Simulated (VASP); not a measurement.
Write the native input for VASP 6.6.1 that does the following.

- Task: single point
- Functional: PBE
- Potentials or basis: VASP PAW PBE potentials, release 64 (Zn, O)
- Cutoff: 520 eV
- k mesh: 14 × 14 × 14
- Occupations: gaussian, width 0.05 eV
- Spin: no spin polarisation
- Dipole correction: no
- Further INCAR settings: ALGO = Normal; EDIFF = 1e-06; NBANDS = 16

The structure of ZnO lies in POSCAR:

```
ZnO
1.0
    0.0000000000      2.1694420000      2.1694420000
    2.1694420000      0.0000000000      2.1694420000
    2.1694420000      2.1694420000      0.0000000000
Zn O
1 1
Direct
    0.0207426610      0.0207426610     -0.0207426610
    0.5000000000      0.5000000000      0.5000000000
```

This cell differs from its parent crystal: one atom moved.

The input as run:

INCAR

```
PREC = Accurate ; ENCUT = 520
EDIFF = 1E-6 ; ISMEAR = 0
SIGMA = 0.05 ; LREAL = F
LASPH = T ; NELM = 60
ALGO = Normal ; ISIF = 2
LWAVE = F ; LCHARG = F
GGA = PE ; NBANDS = 16
```

KPOINTS

```
regular mesh
0
Gamma
  14 14 14
```

Potentials or basis: VASP PAW PBE potentials, release 64 (Zn, O).

The run is started by

```console
$ cat potpaw_PBE.64/Zn/POTCAR potpaw_PBE.64/O/POTCAR > POTCAR
$ mpirun -np 1 vasp_std > vasp.out
```

It gave:

```yaml
Pressure: 0.5 GPa
Largest_force: 0.213 eV/Å
Band_gap_on_the_k_mesh: 0.71 eV, indirect (least direct gap 1.87 eV)
```

Caveat: the cell differs from its parent crystal (one atom moved).

Wall time 32 s on 1 thread of AMD EPYC 9R45 96-Core Processor (Zen 5) (shared host), peak memory 0.17 GiB.
